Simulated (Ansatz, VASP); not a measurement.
Two plane-wave programs on AlGa3N4

```
CELL_PARAMETERS angstrom
4.29395 0.00000 0.00000
0.00000 4.29395 0.00000
0.00000 0.00000 4.29395
ATOMIC_POSITIONS crystal
Al 0.00000 0.00000 0.00000
Ga 0.50000 0.50000 0.00000
Ga 0.50000 0.00000 0.50000
Ga 0.00000 0.50000 0.50000
N 0.75481 0.75481 0.24519
N 0.75481 0.24519 0.75481
N 0.24519 0.75481 0.75481
N 0.24519 0.24519 0.24519
```

Change from the starting cell: equal engineering shear yz, xz and xy +0.0000, equal normal strain along x, y and z -0.0300.

Alike in both runs: task single point; functional LDA; k mesh 6 × 6 × 6; occupations gaussian, width 0.05 eV; no spin polarisation.

```csv
,VASP,Ansatz
version,VASP 6.6.1,Ansatz 0.2.0
potentials or method,"VASP PAW LDA potentials, release 64 (Al, Ga_d, N), cutoff 520 eV","scalar-relativistic, plane waves, PAW"
valence electrons in the cell,62,62
```

Ansatz gave:

```
gap on the k mesh at the Fermi level (eV) : 3.22
least direct gap on the mesh (eV)         : 3.22
pressure (GPa)                            : 22.7
rms of the force components (eV/Å)        : 0.019
```

Problem. Which values does VASP return?

Solution. gap on the k mesh at the Fermi level (eV): 3.23; least direct gap on the mesh (eV): 3.23; pressure (GPa): 24.1; rms of the force components (eV/Å): 0.032.

Ansatz warns that its potentials were made for another functional, while VASP's fit it. LDA's correlation is that of Perdew and Zunger in VASP and of Perdew and Wang (1992) in Ansatz. Atom by atom the forces differ by 0.013 eV/Å (rms over components).
